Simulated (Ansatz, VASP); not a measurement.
**Al4B3P in VASP and in Ansatz**

```xyz
16
Lattice="3.0238 0.0000 0.0000 -1.5119 2.6187 0.0000 0.0000 0.0000 24.1960" Properties=species:S:1:pos:R:3 pbc="T T T"
Al    1.5119    0.8729    8.7051
Al    0.0000    0.0000   19.1899
Al    0.0000    0.0000    5.0061
Al    0.0000    0.0000   22.5206
Al    0.0000    0.0000    1.6753
Al    0.0000    1.7458   15.4909
Al    0.0000    1.7458   10.9578
Al    1.5119    0.8729   13.2382
B     1.5119    0.8729   20.8905
B     0.0000    1.7458   20.8437
B     0.0000    1.7458    3.3055
B     1.5119    0.8729    3.3523
B     0.0000    1.7458   24.1843
B     1.5119    0.8729    0.0117
P     0.0000    1.7458    6.7920
P     1.5119    0.8729   17.4040
```

Alike in both runs: task relaxation of cell and atoms; functional PBE; k mesh 12 × 12 × 2; occupations gaussian, width 0.1 eV; no spin polarisation.

|  | VASP | Ansatz |
| --- | --- | --- |
| version | VASP 6.6.1 | Ansatz 0.2.0 |
| potentials or method | VASP PAW PBE potentials, release 64 (Al, B, P), cutoff 600 eV | scalar-relativistic, plane waves, PAW |
| valence electrons in the cell | 52 | 52 |

Ansatz gave:

| Property | Result |
| --- | --- |
| gap on the k mesh at the Fermi level, each at its own relaxed structure (eV) | none |
| relaxed volume (Å³/atom) | 11.91 |
| relaxed length of the cell vector where the two differ most in proportion (Å) | 23.823 |

Task: Estimate VASP's values.

Result: gap on the k mesh at the Fermi level, each at its own relaxed structure (eV): none; relaxed volume (Å³/atom): 11.90; relaxed length of the cell vector where the two differ most in proportion (Å): 23.818.

A gap of «none» marks a metal or a gap that the smearing closes.
